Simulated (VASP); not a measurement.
# Mg3CdS4 (P4/mmm) in VASP: single point with PBE

Aim: the single point of Mg3CdS4 with PBE.

Program: VASP 6.6.1. These are calculated values, not measurements. Logs are shortened: lines on timing, memory, paths and dates and some standing lists are left out, and cuts for length are marked.

### 1 The cell of the first run

Symmetry: P4/mmm, No. 123, tetragonal system. The conventional cell has a = 3.752 Å, b = 3.752 Å, c = 10.632 Å, α = 90.00°, β = 90.00°, γ = 90.00°. Mg (site symmetry 4mm) has 6 S at 2.61 to 2.70 Å within 3.4 Å. Within 3.4 Å of Mg (site symmetry 4/mmm) lie 6 S at 2.59 to 2.65 Å. Within 3.5 Å of Cd (site symmetry 4/mmm) lie 6 S at 2.65 to 2.73 Å. S (site symmetry 4/mmm) has 4 Cd at 2.65 Å and 2 Mg at 2.70 Å within 3.5 Å. Within 3.4 Å of S (site symmetry 4mm) lie 5 Mg at 2.59 to 2.65 Å and 1 Cd at 2.73 Å. Within 3.4 Å of S (site symmetry 4/mmm) lie 6 Mg at 2.61 to 2.65 Å.

### 2 Single point, PBE

Contents of INCAR:

```
PREC = Accurate
ENCUT = 520
EDIFF = 1E-7
ISMEAR = 0
SIGMA = 0.02
LREAL = F
LASPH = T
NELM = 80
ALGO = Normal
ISIF = 2
LWAVE = F
LCHARG = T
GGA = PE
LELF = T
LVHAR = T
NBANDS = 31
```

Contents of KPOINTS:

```
regular mesh
0
Gamma
  8 8 4
```

Contents of POSCAR:

```
Mg3CdS4
1.0
    3.7522800831      0.0000000000      0.0000000000
    0.0000000000      3.7522800831      0.0000000000
    0.0000000000      0.0000000000     10.6323816943
Mg Cd S
3 1 4
Direct
    0.0000000000      0.0000000000      0.7456080094
    0.0000000000      0.0000000000      0.2543919906
    0.5000000000      0.5000000000      0.5000000000
    0.5000000000      0.5000000000      0.0000000000
    0.0000000000      0.0000000000      0.0000000000
    0.5000000000      0.5000000000      0.2568387525
    0.0000000000      0.0000000000      0.5000000000
    0.5000000000      0.5000000000      0.7431612475
```

Potentials or basis: VASP PAW PBE potentials, release 64 (Mg, Cd, S).

On the command line:

```
$ cat potpaw_PBE.64/Mg/POTCAR potpaw_PBE.64/Cd/POTCAR potpaw_PBE.64/S/POTCAR > POTCAR
$ mpirun -np 1 vasp_std > vasp.out
```

OUTCAR:

```text
PREC = Accurate
   ENCUT = 520
   EDIFF = 1E-7
   ISMEAR = 0
   LREAL = F
   LASPH = T
   NELM = 80
   ISIF = 2
   GGA = PE

 ion  position               nearest neighbor table
   1  0.000  0.000  0.746-   7 2.61   8 2.65   8 2.65   8 2.65   8 2.65   5 2.70
   2  0.000  0.000  0.254-   7 2.61   6 2.65   6 2.65   6 2.65   6 2.65   5 2.70
   3  0.500  0.500  0.500-   6 2.59   8 2.59   7 2.65   7 2.65   7 2.65   7 2.65
   4  0.500  0.500  0.000-   5 2.65   5 2.65   5 2.65   5 2.65   8 2.73   6 2.73
   5  0.000  0.000  0.000-   4 2.65   4 2.65   4 2.65   4 2.65   1 2.70   2 2.70
   6  0.500  0.500  0.257-   3 2.59   2 2.65   2 2.65   2 2.65   2 2.65   4 2.73
   7  0.000  0.000  0.500-   1 2.61   2 2.61   3 2.65   3 2.65   3 2.65   3 2.65
   8  0.500  0.500  0.743-   3 2.59   1 2.65   1 2.65   1 2.65   1 2.65   4 2.73

  LATTYP: Found a simple tetragonal cell.
 ALAT       =     3.7522800831
 C/A-ratio  =     2.8335789064

  Lattice vectors:

 A1 = (   3.7522800831,   0.0000000000,   0.0000000000)
 A2 = (   0.0000000000,   3.7522800831,   0.0000000000)
 A3 = (   0.0000000000,   0.0000000000,  10.6323816943)

Analysis of symmetry for initial positions (statically):
=====================================================================
 Subroutine PRICEL returns:
 Original cell was already a primitive cell.

 Routine SETGRP: Setting up the symmetry group for a
 simple tetragonal supercell.

 Subroutine GETGRP returns: Found 16 space group operations
 (whereof 16 operations were pure point group operations)
 out of a pool of 16 trial point group operations.

The static configuration has the point symmetry D_4h.

Analysis of symmetry for dynamics (positions and initial velocities):
=====================================================================
 Subroutine PRICEL returns:
 Original cell was already a primitive cell.

 Routine SETGRP: Setting up the symmetry group for a
 simple tetragonal supercell.

 Subroutine GETGRP returns: Found 16 space group operations
 (whereof 16 operations were pure point group operations)
 out of a pool of 16 trial point group operations.

The dynamic configuration has the point symmetry D_4h.

 Subroutine INISYM returns: Found 16 space group operations
 (whereof 16 operations are pure point group operations),
 and found     1 'primitive' translations

----------------------------------------------------------------------------------------

                                     Primitive cell

  volume of cell :     149.6997

  direct lattice vectors                    reciprocal lattice vectors
     3.752280083  0.000000000  0.000000000     0.266504626  0.000000000  0.000000000
     0.000000000  3.752280083  0.000000000     0.000000000  0.266504626  0.000000000
     0.000000000  0.000000000 10.632381694     0.000000000  0.000000000  0.094052304

  length of vectors
     3.752280083  3.752280083 10.632381694     0.266504626  0.266504626  0.094052304

  position of ions in fractional coordinates (direct lattice)
     0.000000000  0.000000000  0.745608009
     0.000000000  0.000000000  0.254391991
     0.500000000  0.500000000  0.500000000
     0.500000000  0.500000000  0.000000000
     0.000000000  0.000000000  0.000000000
     0.500000000  0.500000000  0.256838753
     0.000000000  0.000000000  0.500000000
     0.500000000  0.500000000  0.743161247

  ion indices of the primitive-cell ions
   primitive index   ion index
                 1           1
                 2           2
                 3           3
                 4           4
                 5           5
                 6           6
                 7           7
                 8           8

----------------------------------------------------------------------------------------

 KPOINTS: regular mesh

Automatic generation of k-mesh.
 Grid dimensions read from file:
 generate k-points for:    8    8    4

 Generating k-lattice:

  Cartesian coordinates                     Fractional coordinates (reciprocal lattice)
     0.033313078  0.000000000  0.000000000     0.125000000  0.000000000  0.000000000
     0.000000000  0.033313078  0.000000000     0.000000000  0.125000000  0.000000000
     0.000000000  0.000000000  0.023513076     0.000000000  0.000000000  0.250000000

  Length of vectors
     0.033313078  0.033313078  0.023513076

  Shift w.r.t. Gamma in fractional coordinates (k-lattice)
     0.000000000  0.000000000  0.000000000

 Subroutine IBZKPT returns following result:
 ===========================================

 Found     45 irreducible k-points:

 Following reciprocal coordinates:
            Coordinates               Weight
  0.000000  0.000000  0.000000      1.000000
  0.125000  0.000000  0.000000      4.000000
  0.250000  0.000000  0.000000      4.000000
  0.375000  0.000000  0.000000      4.000000
  0.500000  0.000000  0.000000      2.000000
  0.125000  0.125000  0.000000      4.000000
[... 16 lines left out ...]
  0.375000  0.125000  0.250000     16.000000
  0.500000  0.125000  0.250000      8.000000
 [... further k-points ...]
   k-points           NKPTS =     45   k-points in BZ     NKDIM =     45   number of bands    NBANDS=     31
   number of dos      NEDOS =    301   number of ions     NIONS =      8
   total plane-waves  NPLWV =  62720
   dimension x,y,z NGX =    28 NGY =   28 NGZ =   80
   dimension x,y,z NGXF=    56 NGYF=   56 NGZF=  160
   ions per type =               3   1   4
   NGX,Y,Z   is equivalent  to a cutoff of  12.41, 12.41, 12.51 a.u.
   NGXF,Y,Z  is equivalent  to a cutoff of  24.81, 24.81, 25.02 a.u.
 SYSTEM =  unknown system
   PREC   = accura    normal or accurate (medium, high low for compatibility)
   ISTART =      0    job   : 0-new  1-cont  2-samecut
   ICHARG =      2    charge: 1-file 2-atom 10-const
   ISPIN  =      1    spin polarized calculation?
   LNONCOLLINEAR =      F non collinear calculations
   LSORBIT =      F    spin-orbit coupling
   LASPH  =      T    aspherical Exc in radial PAW
   ENCUT  =  520.0 eV  38.22 Ry    6.18 a.u.   6.98  6.98 19.77*2*pi/ulx,y,z
   NELM   =     80;   NELMIN=  2; NELMDL= -5     # of ELM steps
   EDIFF  = 0.1E-06   stopping-criterion for ELM
   LREAL  =      F    real-space projection
   EDIFFG = 0.1E-05   stopping-criterion for IOM
   NSW    =      0    number of steps for IOM
   IBRION =     -1    ionic relax: 0-MD 1-quasi-New 2-CG
   NFREE  =      0    steps in history (QN), initial steepest desc. (CG)
   ISIF   =      2    stress and relaxation
   ISYM   =      2    0-nonsym 1-usesym 2-fastsym
   POTIM  = 0.5000    time-step for ionic-motion
   TEBEG  =    0.0;   TEEND  =   0.0 temperature during run
   PSTRESS=    0.0 pullay stress
   NELECT =      42.0000    total number of electrons
   NUPDOWN=      -1.0000    fix difference up-down
   EMIN   =  10.00;   EMAX   =-10.00  energy-range for DOS
   EFERMI =   0.00;   METHOD = LEGACY
   ISMEAR =     0;   SIGMA  =   0.02  broadening in eV -4-tet -1-fermi 0-gaus
   EFERMI_NEDOS =   21; number of points for ismear=-14 and -15
   IALGO  =     38    algorithm
   IMIX   =      4    mixing-type and parameters
     AMIX     =   0.40;   BMIX     =  1.00
     AMIX_MAG =   1.60;   BMIX_MAG =  1.00
  volume/ion in A,a.u.               =      18.71       126.28
  Fermi-wavevector in a.u.,A,eV,Ry     =   1.071727  2.025271 15.627640  1.148599
  Thomas-Fermi vector in A             =   2.207476
   LORBIT       =      0    0 simple, 1 ext, 2 COOP (PROOUT), +10 PAW based schemes
   GGA     = PE    functional components
   LHFCALC =     F    Hartree Fock is set to
   AEXX    =    0.0000 exact exchange contribution
   IVDW    =     0    specifies the selected vdW correction
   LEPSILON=     F    determine dielectric tensor
   LRPA    =     F    only Hartree local field effects (RPA)
 non-spin polarized calculation
 Gauss-broadening in eV      SIGMA  =   0.02
  energy-cutoff  :      520.00
  volume of cell :      149.70
 maximum number of plane-waves:      4068
 NGX is ok and might be reduce to    28
   NGX = 13   NGY = 13   NGZ = 39

 number of electron      41.9999996 magnetization

 Free energy of the ion-electron system (eV)
  ---------------------------------------------------
  ext. energy  EPLUGINS =         0.00000000
  ---------------------------------------------------
  free energy    TOTEN  =       -31.22867535 eV

  energy without entropy =      -31.22867535  energy(sigma->0) =      -31.22867535

 E-fermi :   3.8020     XC(G=0):  -9.7933

 val. band max:        3.6876547451   @ k =   0.5000   0.0000   0.0000
 cond. band min:       4.7269432124   @ k =   0.5000   0.5000   0.0000
 fundamental gap:      1.0392884673
 Fermi energy:         3.8020399598

 k-point     1 :       0.0000    0.0000    0.0000
  band No.  band energies     occupation
      1      -9.2997      2.00000
      2      -8.7438      2.00000
      3      -8.5152      2.00000
      4      -7.8140      2.00000
      5      -4.2069      2.00000
      6      -4.0328      2.00000
[... 23 lines left out ...]
     30      10.9747      0.00000
     31      11.5624      0.00000

 k-point     2 :       0.1250    0.0000    0.0000
  band No.  band energies     occupation
      1      -9.2010      2.00000
      2      -8.6658      2.00000
      3      -8.4510      2.00000
      4      -7.7961      2.00000
      5      -4.1905      2.00000
      6      -4.0961      2.00000
[... 23 lines left out ...]
     30      10.6637      0.00000
     31      11.1436      0.00000

 k-point     3 :       0.2500    0.0000    0.0000
  band No.  band energies     occupation
      1      -8.9261      2.00000
      2      -8.4607      2.00000
      3      -8.2854      2.00000
      4      -7.7773      2.00000
      5      -4.2391      2.00000
      6      -4.1973      2.00000
[... 703 lines left out ...]
     30      10.5376      0.00000
     31      10.6282      0.00000

 k-point    24 :       0.5000    0.1250    0.2500
  band No.  band energies     occupation
      1      -8.2748      2.00000
      2      -8.0912      2.00000
      3      -7.9857      2.00000
      4      -7.9126      2.00000
      5      -4.3410      2.00000
      6      -4.2838      2.00000
[... 23 lines left out ...]
     30      10.4570      0.00000
     31      10.5278      0.00000

 [... further k-points ...]

------------------------ aborting loop because EDIFF is reached ----------------------------------------

  FORCE on cell =-STRESS in cart. coord.  units (eV):
  Direction    XX          YY          ZZ          XY          YZ          ZX
  --------------------------------------------------------------------------------------
  -------------------------------------------------------------------------------------
  Total       -0.0474155     -0.0474155     -0.0891239      0.0000000      0.0000000      0.0000000
  in kB       -0.5074691     -0.5074691     -0.9538584      0.0000000      0.0000000      0.0000000
  external PRESSURE =      -0.6562655 kB  Pullay stress =       0.0000000 kB

 VOLUME and BASIS-vectors are now :
 -----------------------------------------------------------------------------
  energy-cutoff  :      520.00
  volume of cell :      149.70
      direct lattice vectors                 reciprocal lattice vectors
     3.752280083  0.000000000  0.000000000     0.266504626  0.000000000  0.000000000
     0.000000000  3.752280083  0.000000000     0.000000000  0.266504626  0.000000000
     0.000000000  0.000000000 10.632381694     0.000000000  0.000000000  0.094052304

 POSITION                                       TOTAL-FORCE (eV/Angst)
 -----------------------------------------------------------------------------------
      0.00000      0.00000      7.92759        -0.000000      0.000000     -0.005498
      0.00000      0.00000      2.70479         0.000000      0.000000      0.005498
      1.87614      1.87614      5.31619         0.000000     -0.000000      0.000000
      1.87614      1.87614      0.00000         0.000000     -0.000000      0.000000
      0.00000      0.00000      0.00000         0.000000     -0.000000      0.000000
      1.87614      1.87614      2.73081         0.000000      0.000000      0.025487
      0.00000      0.00000      5.31619         0.000000     -0.000000      0.000000
      1.87614      1.87614      7.90157         0.000000     -0.000000     -0.025487
 -----------------------------------------------------------------------------------
    total drift:                                0.000000      0.000000     -0.000000

  FREE ENERGIE OF THE ION-ELECTRON SYSTEM (eV)
  ---------------------------------------------------
  free  energy   TOTEN  =       -31.2286753549 eV

  energy  without entropy=      -31.2286753549  energy(sigma->0) =      -31.22867535
```

Wall time 2.4 min (1 thread of Intel Xeon Platinum 8488C (Sapphire Rapids), shared host); peak memory 0.35 GiB.

Results:

| Property | Result |
| --- | --- |
| Free energy | -31.2287 eV |
| Pressure | -0.1 GPa |
| Largest force | 0.025 eV/Å |
| Band gap on the k mesh | 1.04 eV (least direct gap 1.85 eV) |

Forces in eV/Å, atoms in the order of the input:
```
Mg   0.000  0.000 -0.005
Mg   0.000  0.000  0.005
Mg   0.000  0.000  0.000
Cd   0.000  0.000  0.000
S    0.000  0.000  0.000
S    0.000  0.000  0.025
S    0.000  0.000  0.000
S    0.000  0.000 -0.025
```

Levels at points of the mesh, in eV from the valence-band top:
```
           k point  band 17  band 18  band 19  band 20  band 21  band 22  band 23  band 24  band 25  band 26
(0.00, 0.00, 0.00)    -1.33    -1.33    -0.56    -0.52    -0.52     1.32     2.56     4.13     4.22     4.30
(0.50, 0.00, 0.00)    -1.02    -0.98    -0.97    -0.50     0.00     3.82     3.88     4.94     4.99     6.13
(0.50, 0.50, 0.00)    -2.72    -2.13    -2.09    -2.09    -2.09     1.04     2.14     4.42     4.48     4.50
(0.00, 0.00, 0.50)    -1.51    -1.00    -1.00    -0.66    -0.66     1.70     2.80     3.62     4.01     4.36
(0.50, 0.00, 0.50)    -1.22    -1.05    -1.00    -0.97     0.00     4.38     4.61     4.74     4.83     5.57
(0.50, 0.50, 0.50)    -2.51    -2.46    -2.42    -2.38    -2.38     1.67     3.10     3.12     3.34     5.11
```
